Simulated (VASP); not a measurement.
Set up this calculation in VASP 6.6.1, as the native input.

```
Task                   : single point
Functional             : PBE
Potentials or basis    : VASP PAW PBE potentials, release 64 (Mn_pv, O)
Cutoff                 : 520 eV
k mesh                 : 10 × 10 × 10
Occupations            : fermi-dirac, width 0.05 eV
Spin                   : collinear spin, ferromagnetic start
Starting moments       : [5.5, 0.0] μB
Dipole correction      : no
Further INCAR settings : ALGO = Normal; EDIFF = 1e-06; NBANDS = 20
```

The structure of MnO lies in POSCAR:

```
MnO
1.0
    0.0000000000      2.2239077028      2.2239077028
    2.2239077028      0.0000000000      2.2239077028
    2.2239077028      2.2239077028      0.0000000000
Mn O
1 1
Direct
    0.0000000000      0.0000000000      0.0000000000
    0.5000000000      0.5000000000      0.5000000000
```

The input as run:

INCAR

```
SYSTEM = MnO
  PREC = Accurate
  ENCUT = 520
  EDIFF = 1E-6
  ISMEAR = -1
  SIGMA = 0.05
  LREAL = .False.
  LASPH = .True.
  NELM = 150
  ALGO = Normal
  ISIF = 2
  LWAVE = .False.
  LCHARG = .True.
  ISPIN = 2
  MAGMOM = 5.5 0
  LORBIT = 11
  LMAXMIX = 4
  GGA = PE
  LELF = .True.
  LVHAR = .True.
  NBANDS = 20
```

KPOINTS

```
regular mesh
0
Gamma
  10 10 10
  0 0 0
```

Potentials or basis: VASP PAW PBE potentials, release 64 (Mn_pv, O).

The run is started by

```sh
$ cat potpaw_PBE.64/Mn_pv/POTCAR potpaw_PBE.64/O/POTCAR > POTCAR
$ mpirun -np 1 vasp_std > vasp.out
```

It gave:

- Pressure: 0.2 GPa
- Net moment: 4.79 μB per cell
- Site moments: Mn +4.35; O +0.20 μB
- Valence electrons inside the program's atomic spheres: Mn 11.35; O 4.98

Caveat: a cell with one magnetic atom can't hold antiferromagnetic order, which such compounds often take.

Wall time 57 s on 1 thread of Intel Xeon 8259CL, with other jobs on the host, peak memory 0.16 GiB.
